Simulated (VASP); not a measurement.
Runs of VASP 6.6.1 on MgO (dlda). The structure is that of space group Fm-3m (No. 225), or close to it. The cells are those of the table. 

| task | cell | cutoff (eV) | smearing | gap on the mesh (eV) | pressure (GPa) | relaxed volume (Å³/atom) |
| --- | --- | --- | --- | --- | --- | --- |
| single point | a = 2.942 Å, angles 60.0°, 2 atoms | 520 | gaussian 0.02 eV | (b) | -1.9 | - |
| relaxation of cell and atoms | relaxed from a = 2.944 Å, angles 60.0°, 2 atoms | 600 | gaussian 0.02 eV | 5.15 | 0.0 | 8.89 |
| single point | a = 2.944 Å, angles 60.0°, 2 atoms | 520 | gaussian 0.1 eV | (a) | -2.2 | - |
| relaxation of cell and atoms | relaxed from a = 3.004 Å, angles 60.0°, 2 atoms | 600 | gaussian 0.1 eV | 5.16 | 0.0 | 8.89 |

Alike in all rows: level LDA; potentials or basis VASP PAW LDA potentials, release 64 (Mg, O); no spin polarisation; k mesh 8 × 8 × 8.

Q: Estimate the missing entries.

A: (a) 5.00; (b) 5.02.

